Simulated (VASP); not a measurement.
Mn, 2 atoms in the cell. Symmetry: P6_3/mmc, No. 194, hexagonal system. Conventional cell: a = 2.484 Å, b = 2.484 Å, c = 4.026 Å, α = 90.00°, β = 90.00°, γ = 120.00°. Mn (site symmetry -6m2) has 12 Mn at 2.47 to 2.48 Å within 3.3 Å. 

```yaml
Program: VASP 6.6.1
Task: single point
Functional: PBE
Potentials_or_basis: VASP PAW PBE potentials, release 64 (Mn_pv)
Cutoff: 520 eV
k_mesh: 10 × 10 × 6
Occupations: fermi-dirac, width 0.05 eV
Spin: collinear spin, ferromagnetic start
Starting_moments: "[6.0, 6.0] μB"
Fixed_moment: 12 μB
Dipole_correction: no
Further_INCAR_settings: ALGO = Normal; EDIFF = 1e-07; NBANDS = 24
```

Potentials or basis: VASP PAW PBE potentials, release 64 (Mn_pv).

Run with:

```console
$ cat potpaw_PBE.64/Mn_pv/POTCAR > POTCAR
$ mpirun -np 1 vasp_std > vasp.out
```

Hardware: 1 thread of Intel(R) Xeon(R) 6975P-C (Granite Rapids), on a shared host.

Problem. How long does it take, and how much memory?

Solution. It took 25 s on 1 thread of Intel(R) Xeon(R) 6975P-C (Granite Rapids), on a shared host, peak memory 0.16 GiB. Counts: scf iterations 14, k points 56.
